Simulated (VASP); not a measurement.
Input of a VASP 6.6.1 run:

The input INCAR:

```
SYSTEM = Ti
PREC     = Accurate       ! precision mode
ENCUT    = 600            ! plane-wave cutoff, eV
EDIFF    = 1E-7           ! SCF threshold, eV
ISMEAR   = -1             ! smearing method
SIGMA    = 0.05           ! smearing width, eV
LREAL    = .FALSE.        ! projectors in reciprocal space
LASPH    = .TRUE.         ! aspherical terms in the spheres
NELM     = 80             ! most SCF steps
ALGO     = Fast           ! electronic algorithm
ISIF     = 3              ! what is computed and relaxed
LWAVE    = .FALSE.        ! write WAVECAR
LCHARG   = .FALSE.        ! write CHGCAR
GGA      = PE             ! functional
IBRION   = 2              ! ionic algorithm
NSW      = 60             ! ionic steps
EDIFFG   = -0.01          ! ionic threshold
```

KPOINTS

```
Automatic mesh
0
G
  11 11 11
  0 0 0
```

Contents of POSCAR:

```
Ti
1.0
    0.0000000000      2.0300000000      2.0300000000
    2.0300000000      0.0000000000      2.0300000000
    2.0300000000      2.0300000000      0.0000000000
Ti
1
Direct
    0.0000000000      0.0000000000      0.0000000000
```

Potentials or basis: VASP PAW PBE potentials, release 64 (Ti_sv).

Command:

```bash
$ cat potpaw_PBE.64/Ti_sv/POTCAR > POTCAR
$ mpirun -np 1 vasp_std > vasp.out
```

Question: Estimate the relaxed cell.

Answer: a = 2.904 Å, b = 2.904 Å, c = 2.904 Å, α = 60.00°, β = 60.00°, γ = 60.00°.

Question: Estimate the relaxed volume.

Answer: 17.32 Å³/atom.

The path:
```csv
step,energy change (eV),largest force (eV/Å),pressure (GPa),volume (Å³)
1,0.0000,0.0000,3.83,16.73
2,-0.0039,0.0000,-2.27,17.72
3,-0.0069,0.0000,-0.04,17.32
```

PBE usually gives volumes a little too large and moduli too small. Zero-point motion and thermal expansion aren't in these numbers.
